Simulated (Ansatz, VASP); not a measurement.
## PbF2: VASP beside Ansatz

File POSCAR:

```
PbF2
1.0
    0.0000000000      2.9456366969      2.9456366969
    2.9456366969      0.0000000000      2.9456366969
    2.9456366969      2.9456366969      0.0000000000
Pb F
1 2
Direct
    0.0000000000      0.0000000000      0.0000000000
    0.2500000000      0.2500000000      0.2500000000
    0.7500000000      0.7500000000      0.7500000000
```

INCAR.step1

```
SYSTEM = PbF2
PREC = Accurate
ENCUT = 520
ISMEAR = 0
SIGMA = 0.01
LREAL = .FALSE.
LASPH = .TRUE.
NELM = 60
NBANDS = 21
GGA = PE
ALGO = Normal
EDIFF = 1E-4
LWAVE = .TRUE.
LCHARG = .FALSE.
```

Contents of INCAR.step2:

```
SYSTEM = PbF2
PREC = Accurate
ENCUT = 520
EDIFF = 1E-6
ISMEAR = 0
SIGMA = 0.01
LREAL = .FALSE.
LASPH = .TRUE.
NELM = 60
ALGO = Normal
ISIF = 2
LWAVE = .FALSE.
LCHARG = .FALSE.
METAGGA = R2SCAN
LMIXTAU = .TRUE.
NBANDS = 21
ISTART = 1
```

The input KPOINTS:

```
Automatic mesh
0
G
  8 8 8
  0 0 0
```

Input for Ansatz:

```yaml
crystal:
  lattice:
    - [0.0, 2.9456366969, 2.9456366969]
    - [2.9456366969, 0.0, 2.9456366969]
    - [2.9456366969, 2.9456366969, 0.0]
  atoms:
    - { symbol: Pb, position: [0.0, 0.0, 0.0] }
    - { symbol: F, position: [0.25, 0.25, 0.25] }
    - { symbol: F, position: [0.75, 0.75, 0.75] }
kpoints:
  mp_grid: { grid: [8, 8, 8] }
  band_path:
    path:
      - [0.0, 0.0, 0.0]
      - [0.5, 0.0, 0.5]
      - [0.625, 0.25, 0.625]
      - [0.375, 0.375, 0.75]
      - [0.5, 0.5, 0.5]
      - [0.5, 0.25, 0.75]
      - [0.25, -0.5, -0.25]
      - [0.0, 0.5, 0.5]
    npoints: 1
hamiltonian:
  xc: r2scan
scf:
  occupations: { method: fixed }
  n_extra_bands: 4
output:
  forces: true
  stress: true
  eigenvalues: true
```

Change from the starting cell: hydrostatic strain -0.5%.

Alike in both runs: task single point; functional r2SCAN; k mesh 8 × 8 × 8; no spin polarisation.

|  | VASP | Ansatz |
| --- | --- | --- |
| version | VASP 6.6.1 | Ansatz 0.2.0 |
| potentials or method | VASP PAW PBE potentials, release 64 (Pb_d, F) | plane waves, PAW |
| plane-wave cutoff (eV) | 520 | 500 |
| occupations | gaussian, width 0.01 eV | fixed |
| valence electrons in the cell | 28 | 28 |

Ansatz gave:

```
gap on the k mesh at the Fermi level (eV) : 4.92
pressure (GPa)                            : 1.2
```

Q: Which values does VASP return?

A: gap on the k mesh at the Fermi level (eV): 4.93; pressure (GPa): 1.1.

VASP's potentials were made for PBE, not for r2SCAN.

Spin-orbit coupling is off throughout.
